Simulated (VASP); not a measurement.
# NaF (F-43m) in VASP: further runs

Aim: see how the results for NaF move with the level of theory and the settings. Levels: PBE, PBEsol, r2SCAN. Tasks: single point.

Everything below comes from runs of VASP 6.6.1. Logs are shortened: lines on timing, memory, paths and dates and some standing lists are left out, and cuts for length are marked.

## Step 1: The cell of the first run

The structure is cubic, space group F-43m (No. 216). The conventional cell has a = 5.063 Å, b = 5.063 Å, c = 5.063 Å, α = 90.00°, β = 90.00°, γ = 90.00°. Na (site symmetry -43m) has 4 F at 2.19 Å within 2.9 Å. F (site symmetry -43m) has 4 Na at 2.19 Å within 2.9 Å.

## Step 2: Single point, PBE

INCAR reads:

```
  PREC = Accurate
  ENCUT = 520
  EDIFF = 1E-7
  ISMEAR = 0
  SIGMA = 0.01
  LREAL = F
  LASPH = T
  NELM = 80
  ALGO = Normal
  ISIF = 2
  LWAVE = F
  LCHARG = F
  GGA = PE
  NBANDS = 14
```

KPOINTS reads:

```
regular mesh
0
Gamma
  6 6 6
```

POSCAR reads:

```
NaF
1.0
    0.0000000000      2.5312613679      2.5312613679
    2.5312613679      0.0000000000      2.5312613679
    2.5312613679      2.5312613679      0.0000000000
Na F
1 1
Direct
    0.0000000000      0.0000000000      0.0000000000
    0.2500000000      0.2500000000      0.2500000000
```

Potentials or basis: VASP PAW PBE potentials, release 64 (Na_pv, F).

Launch:

```console
> cat potpaw_PBE.64/Na_pv/POTCAR potpaw_PBE.64/F/POTCAR > POTCAR
> mpirun -np 1 vasp_std > vasp.out
```

OUTCAR:

```text
PREC = Accurate
   ENCUT = 520
   EDIFF = 1E-7
   ISMEAR = 0
   LREAL = F
   LASPH = T
   NELM = 80
   ISIF = 2
   GGA = PE

 ion  position               nearest neighbor table
   1  0.000  0.000  0.000-   2 2.19   2 2.19   2 2.19   2 2.19
   2  0.250  0.250  0.250-   1 2.19   1 2.19   1 2.19   1 2.19

  LATTYP: Found a face centered cubic cell.
 ALAT       =     5.0625227358

  Lattice vectors:

 A1 = (   0.0000000000,   2.5312613679,   2.5312613679)
 A2 = (   2.5312613679,   0.0000000000,   2.5312613679)
 A3 = (   2.5312613679,   2.5312613679,   0.0000000000)

Analysis of symmetry for initial positions (statically):
=====================================================================
 Subroutine PRICEL returns:
 Original cell was already a primitive cell.

 Routine SETGRP: Setting up the symmetry group for a
 face centered cubic supercell.

 Subroutine GETGRP returns: Found 24 space group operations
 (whereof 24 operations were pure point group operations)
 out of a pool of 48 trial point group operations.

The static configuration has the point symmetry T_d .

Analysis of symmetry for dynamics (positions and initial velocities):
=====================================================================
 Subroutine PRICEL returns:
 Original cell was already a primitive cell.

 Routine SETGRP: Setting up the symmetry group for a
 face centered cubic supercell.

 Subroutine GETGRP returns: Found 24 space group operations
 (whereof 24 operations were pure point group operations)
 out of a pool of 48 trial point group operations.

The dynamic configuration has the point symmetry T_d .

 Subroutine INISYM returns: Found 24 space group operations
 (whereof 24 operations are pure point group operations),
 and found     1 'primitive' translations

----------------------------------------------------------------------------------------

                                     Primitive cell

  volume of cell :      32.4370

  direct lattice vectors                    reciprocal lattice vectors
     0.000000000  2.531261368  2.531261368    -0.197529977  0.197529977  0.197529977
     2.531261368  0.000000000  2.531261368     0.197529977 -0.197529977  0.197529977
     2.531261368  2.531261368  0.000000000     0.197529977  0.197529977 -0.197529977

  length of vectors
     3.579744156  3.579744156  3.579744156     0.342131956  0.342131956  0.342131956

  position of ions in fractional coordinates (direct lattice)
     0.000000000  0.000000000  0.000000000
     0.250000000  0.250000000  0.250000000

  ion indices of the primitive-cell ions
   primitive index   ion index
                 1           1
                 2           2

----------------------------------------------------------------------------------------

 KPOINTS: regular mesh

Automatic generation of k-mesh.
 Grid dimensions read from file:
 generate k-points for:    6    6    6

 Generating k-lattice:

  Cartesian coordinates                     Fractional coordinates (reciprocal lattice)
    -0.032921663  0.032921663  0.032921663     0.166666667  0.000000000  0.000000000
     0.032921663 -0.032921663  0.032921663     0.000000000  0.166666667  0.000000000
     0.032921663  0.032921663 -0.032921663     0.000000000  0.000000000  0.166666667

  Length of vectors
     0.057021993  0.057021993  0.057021993

  Shift w.r.t. Gamma in fractional coordinates (k-lattice)
     0.000000000  0.000000000  0.000000000

 Subroutine IBZKPT returns following result:
 ===========================================

 Found     16 irreducible k-points:

 Following reciprocal coordinates:
            Coordinates               Weight
  0.000000  0.000000  0.000000      1.000000
  0.166667  0.000000  0.000000      8.000000
  0.333333  0.000000  0.000000      8.000000
  0.500000  0.000000  0.000000      4.000000
  0.166667  0.166667  0.000000      6.000000
  0.333333  0.166667  0.000000     24.000000
[... 8 lines left out ...]
 -0.333333  0.333333  0.166667     24.000000
 -0.333333  0.500000  0.166667     12.000000
   k-points           NKPTS =     16   k-points in BZ     NKDIM =     16   number of bands    NBANDS=     14
   number of dos      NEDOS =    301   number of ions     NIONS =      2
   total plane-waves  NPLWV =  21952
   dimension x,y,z NGX =    28 NGY =   28 NGZ =   28
   dimension x,y,z NGXF=    56 NGYF=   56 NGZF=   56
   ions per type =               1   1
   NGX,Y,Z   is equivalent  to a cutoff of  13.00, 13.00, 13.00 a.u.
   NGXF,Y,Z  is equivalent  to a cutoff of  26.01, 26.01, 26.01 a.u.
 SYSTEM =  unknown system
   PREC   = accura    normal or accurate (medium, high low for compatibility)
   ISTART =      0    job   : 0-new  1-cont  2-samecut
   ICHARG =      2    charge: 1-file 2-atom 10-const
   ISPIN  =      1    spin polarized calculation?
   LNONCOLLINEAR =      F non collinear calculations
   LSORBIT =      F    spin-orbit coupling
   LASPH  =      T    aspherical Exc in radial PAW
   ENCUT  =  520.0 eV  38.22 Ry    6.18 a.u.   6.66  6.66  6.66*2*pi/ulx,y,z
   NELM   =     80;   NELMIN=  2; NELMDL= -5     # of ELM steps
   EDIFF  = 0.1E-06   stopping-criterion for ELM
   LREAL  =      F    real-space projection
   EDIFFG = 0.1E-05   stopping-criterion for IOM
   NSW    =      0    number of steps for IOM
   IBRION =     -1    ionic relax: 0-MD 1-quasi-New 2-CG
   NFREE  =      0    steps in history (QN), initial steepest desc. (CG)
   ISIF   =      2    stress and relaxation
   ISYM   =      2    0-nonsym 1-usesym 2-fastsym
   POTIM  = 0.5000    time-step for ionic-motion
   TEBEG  =    0.0;   TEEND  =   0.0 temperature during run
   PSTRESS=    0.0 pullay stress
   NELECT =      14.0000    total number of electrons
   NUPDOWN=      -1.0000    fix difference up-down
   EMIN   =  10.00;   EMAX   =-10.00  energy-range for DOS
   EFERMI =   0.00;   METHOD = LEGACY
   ISMEAR =     0;   SIGMA  =   0.01  broadening in eV -4-tet -1-fermi 0-gaus
   EFERMI_NEDOS =   21; number of points for ismear=-14 and -15
   IALGO  =     38    algorithm
   IMIX   =      4    mixing-type and parameters
     AMIX     =   0.40;   BMIX     =  1.00
     AMIX_MAG =   1.60;   BMIX_MAG =  1.00
  volume/ion in A,a.u.               =      16.22       109.45
  Fermi-wavevector in a.u.,A,eV,Ry     =   1.237192  2.337954 20.825685  1.530645
  Thomas-Fermi vector in A             =   2.371770
   LORBIT       =      0    0 simple, 1 ext, 2 COOP (PROOUT), +10 PAW based schemes
   GGA     = PE    functional components
   LHFCALC =     F    Hartree Fock is set to
   AEXX    =    0.0000 exact exchange contribution
   IVDW    =     0    specifies the selected vdW correction
   LEPSILON=     F    determine dielectric tensor
   LRPA    =     F    only Hartree local field effects (RPA)
 non-spin polarized calculation
 Gauss-broadening in eV      SIGMA  =   0.01
  energy-cutoff  :      520.00
  volume of cell :       32.44
 maximum number of plane-waves:       893
 NGX is ok and might be reduce to    28
   NGX = 13   NGY = 13   NGZ = 13

 number of electron      13.9999982 magnetization

 Free energy of the ion-electron system (eV)
  ---------------------------------------------------
  ext. energy  EPLUGINS =         0.00000000
  ---------------------------------------------------
  free energy    TOTEN  =        -8.38375704 eV

  energy without entropy =       -8.38375704  energy(sigma->0) =       -8.38375704

 E-fermi :  -3.3396     XC(G=0):  -7.7336

 val. band max:       -3.3924729966   @ k =   0.0000   0.0000   0.0000
 cond. band min:       2.2200165609   @ k =   0.0000   0.0000   0.0000
 fundamental gap:      5.6124895575
 Fermi energy:        -3.3395728402

 k-point     1 :       0.0000    0.0000    0.0000
  band No.  band energies     occupation
      1     -22.2408      2.00000
      2     -22.2408      2.00000
      3     -22.2408      2.00000
      4     -22.1375      2.00000
      5      -3.3925      2.00000
      6      -3.3925      2.00000
      7      -3.3925      2.00000
      8       2.2200      0.00000
      9      15.9237      0.00000
     10      15.9237      0.00000
     11      15.9237      0.00000
     12      17.5108      0.00000
     13      17.5108      0.00000
     14      17.5108      0.00000

 k-point     2 :       0.1667    0.0000    0.0000
  band No.  band energies     occupation
      1     -22.5233      2.00000
      2     -22.2437      2.00000
      3     -22.2437      2.00000
      4     -21.8399      2.00000
      5      -3.6576      2.00000
      6      -3.4017      2.00000
      7      -3.4017      2.00000
      8       2.9477      0.00000
      9      13.1889      0.00000
     10      15.2357      0.00000
     11      15.2357      0.00000
     12      17.2710      0.00000
     13      17.2710      0.00000
     14      17.2992      0.00000

 k-point     3 :       0.3333    0.0000    0.0000
  band No.  band energies     occupation
      1     -22.7513      2.00000
      2     -22.2495      2.00000
      3     -22.2495      2.00000
      4     -21.5829      2.00000
      5      -4.0721      2.00000
      6      -3.4204      2.00000
      7      -3.4204      2.00000
      8       4.6834      0.00000
      9       9.8916      0.00000
     10      14.1885      0.00000
     11      14.1885      0.00000
     12      17.0017      0.00000
     13      17.9162      0.00000
     14      17.9162      0.00000
[... 188 lines left out ...]
 k-point    15 :      -0.3333    0.3333    0.1667
  band No.  band energies     occupation
      1     -22.8806      2.00000
      2     -22.2854      2.00000
      3     -22.2640      2.00000
      4     -21.3876      2.00000
      5      -3.9899      2.00000
      6      -3.7609      2.00000
      7      -3.5172      2.00000
      8       7.0093      0.00000
      9       8.5539      0.00000
     10      10.9399      0.00000
     11      12.7851      0.00000
     12      17.5312      0.00000
     13      18.3208      0.00000
     14      21.1206      0.00000

 k-point    16 :      -0.3333    0.5000    0.1667
  band No.  band energies     occupation
      1     -22.9014      2.00000
      2     -22.2827      2.00000
      3     -22.2711      2.00000
      4     -21.3597      2.00000
      5      -4.0191      2.00000
      6      -3.7083      2.00000
      7      -3.5786      2.00000
      8       7.0359      0.00000
      9       8.7035      0.00000
     10      11.4424      0.00000
     11      11.9778      0.00000
     12      16.4501      0.00000
     13      18.6068      0.00000
     14      20.5772      0.00000

------------------------ aborting loop because EDIFF is reached ----------------------------------------

  FORCE on cell =-STRESS in cart. coord.  units (eV):
  Direction    XX          YY          ZZ          XY          YZ          ZX
  --------------------------------------------------------------------------------------
  -------------------------------------------------------------------------------------
  Total        0.3980182      0.3980182      0.3980182      0.0000000      0.0000000      0.0000000
  in kB       19.6595023     19.6595023     19.6595023      0.0000000      0.0000000      0.0000000
  external PRESSURE =      19.6595023 kB  Pullay stress =       0.0000000 kB

 VOLUME and BASIS-vectors are now :
 -----------------------------------------------------------------------------
  energy-cutoff  :      520.00
  volume of cell :       32.44
      direct lattice vectors                 reciprocal lattice vectors
     0.000000000  2.531261368  2.531261368    -0.197529977  0.197529977  0.197529977
     2.531261368  0.000000000  2.531261368     0.197529977 -0.197529977  0.197529977
     2.531261368  2.531261368  0.000000000     0.197529977  0.197529977 -0.197529977

 POSITION                                       TOTAL-FORCE (eV/Angst)
 -----------------------------------------------------------------------------------
      0.00000      0.00000      0.00000         0.000000      0.000000      0.000000
      1.26563      1.26563      1.26563        -0.000000     -0.000000     -0.000000
 -----------------------------------------------------------------------------------
    total drift:                               -0.000001     -0.000001     -0.000001

  FREE ENERGIE OF THE ION-ELECTRON SYSTEM (eV)
  ---------------------------------------------------
  free  energy   TOTEN  =        -8.3837570411 eV

  energy  without entropy=       -8.3837570411  energy(sigma->0) =       -8.38375704
```

Run time: 5.4 s. Hardware: 1 thread of AMD EPYC 9R45 (Zen 5), shared host; peak memory 0.11 GiB.

What came out:

```yaml
Free_energy: -8.3838 eV
Pressure: 2.0 GPa
Band_gap_on_the_k_mesh: 5.61 eV, direct
```

PBE gaps usually lie below the measured ones, often by a third to a half.

## Step 3: Single point, PBEsol

INCAR reads:

```
SYSTEM = NaF
PREC = Accurate
ENCUT = 520
EDIFF = 1E-6
ISMEAR = 0
SIGMA = 0.01
LREAL = .FALSE.
LASPH = .TRUE.
NELM = 100
ALGO = Normal
ISIF = 2
LWAVE = .FALSE.
LCHARG = .FALSE.
GGA = PS
NBANDS = 14
```

KPOINTS reads:

```
Automatic mesh
0
G
  6 6 6
  0 0 0
```

POSCAR is that of step 2.

Potentials or basis: VASP PAW PBE potentials, release 64 (Na_pv, F).

Launch:

```console
> cat potpaw_PBE.64/Na_pv/POTCAR potpaw_PBE.64/F/POTCAR > POTCAR
> mpirun -np 1 vasp_std > vasp.out
```

Run time: 5.2 s. Hardware: 1 thread of AMD EPYC 9R45 (Zen 5), shared host; peak memory 0.11 GiB.

It converged, with:

```yaml
Free_energy: -8.5544 eV
Pressure: 0.7 GPa
Band_gap_on_the_k_mesh: 5.56 eV, direct
```

Levels at points of the mesh, in eV from the valence-band top:
```
           k point  band 5  band 6  band 7  band 8  band 9  band 10
(0.00, 0.00, 0.00)    0.00    0.00    0.00    5.56   19.26    19.26
(0.50, 0.00, 0.00)   -0.86   -0.04   -0.04    9.88   10.88    17.15
(0.50, 0.50, 0.00)   -0.79   -0.16   -0.16    9.89   11.93    16.25
```

Caveat: the PAW data sets were made with another functional, which shifts forces and pressure a little. As with any semilocal functional, this PBEsol gap is likely too small.

## Step 4: Single point, r2SCAN

POSCAR is that of step 3.

INCAR.step1 reads:

```
SYSTEM = NaF
ALGO = Normal ; EDIFF = 1E-4
ENCUT = 520 ; GGA = PE
ISMEAR = 0 ; LASPH = .True.
LCHARG = .False. ; LREAL = .False.
LWAVE = .True. ; NBANDS = 14
NELM = 100 ; PREC = Accurate
SIGMA = 0.01
```

INCAR.step2 reads:

```
SYSTEM = NaF
ALGO = Normal ; EDIFF = 1E-7
ENCUT = 520 ; ISIF = 2
ISMEAR = 0 ; ISTART = 1
LASPH = .True. ; LCHARG = .False.
LMIXTAU = .True. ; LREAL = .False.
LWAVE = .False. ; METAGGA = R2SCAN
NBANDS = 14 ; NELM = 100
PREC = Accurate ; SIGMA = 0.01
```

KPOINTS reads:

```
k-points
0
Gamma
  6 6 6
  0 0 0
```

Launch:

```console
> cat potpaw_PBE.64/Na_pv/POTCAR potpaw_PBE.64/F/POTCAR > POTCAR
> cp INCAR.step1 INCAR
> mpirun -np 1 vasp_std > vasp.out
> cp INCAR.step2 INCAR
> mpirun -np 1 vasp_std > vasp.out
```

Run time: 29 s. Hardware: 1 thread of AMD EPYC 9R45 (Zen 5), shared host; peak memory 0.12 GiB.

The run converged. Its results:

* Free energy: -12.3216 eV
* Pressure: -0.3 GPa
* Band gap on the k mesh: 6.27 eV, direct

Levels at points of the mesh, in eV from the valence-band top:
```
           k point  band 3  band 4  band 5  band 6  band 7  band 8  band 9  band 10  band 11  band 12
(0.00, 0.00, 0.00)  -19.41  -19.41    0.00    0.00    0.00    6.27   20.50    20.50    20.50    21.76
(0.50, 0.00, 0.00)  -19.42  -18.93   -0.81   -0.03   -0.03   10.54   11.78    18.06    18.06    21.25
(0.50, 0.50, 0.00)  -19.44  -18.81   -0.74   -0.15   -0.15   10.48   12.72    17.59    18.12    18.12
```

Caveat: the PAW data sets were made with another functional, which shifts forces and pressure a little. r2SCAN opens gaps a little over a GGA but as a rule still falls short of measured ones.

## Step 5: Overview

| level | gap on the mesh (eV) | pressure (GPa) |
| --- | --- | --- |
| PBE | 5.61 | 2.0 |
| PBEsol | 5.56 | 0.7 |
| r2SCAN | 6.27 | -0.3 |

Alike in all rows: task single point; potentials or basis VASP PAW PBE potentials, release 64 (Na_pv, F); no spin polarisation; cell as given; k mesh 6 × 6 × 6; cutoff (eV) 520; smearing gaussian 0.01 eV.

On the cell as given the gap runs from 5.56 eV (PBEsol) to 6.27 eV (r2SCAN). The pressure there spans -0.3 GPa (r2SCAN) to 2.0 GPa (PBE); a positive pressure means that this level wants a larger cell, a negative one a smaller.

Caveats: the PAW data sets were made with another functional, which shifts forces and pressure a little (some runs).

Total energies depend on the potentials used, so only differences within one code and one set of settings carry meaning.
